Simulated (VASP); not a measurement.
Input of a VASP 6.6.1 run:

INCAR

```
SYSTEM = Cu
  ALGO = Normal
  EDIFF = 1E-7
  ENCUT = 520
  GGA = PE
  ISIF = 2
  ISMEAR = 1
  LASPH = .TRUE.
  LCHARG = .FALSE.
  LREAL = .FALSE.
  LWAVE = .FALSE.
  NBANDS = 12
  NELM = 100
  PREC = Accurate
  SIGMA = 0.1
```

Contents of KPOINTS:

```
k-points
0
G
  15 15 15
  0 0 0
```

The input POSCAR:

```
Cu
1.0
    0.0000000000      1.8145751207      1.8145751207
    1.8145751207      0.0000000000      1.8145751207
    1.8145751207      1.8145751207      0.0000000000
Cu
1
Direct
    0.0000000000      0.0000000000      0.0000000000
```

Potentials or basis: VASP PAW PBE potentials, release 64 (Cu).

The run is started by

```console
$ cat potpaw_PBE.64/Cu/POTCAR > POTCAR
$ mpirun -np 1 vasp_std > vasp.out
```

Estimate the pressure.

0.3 GPa.
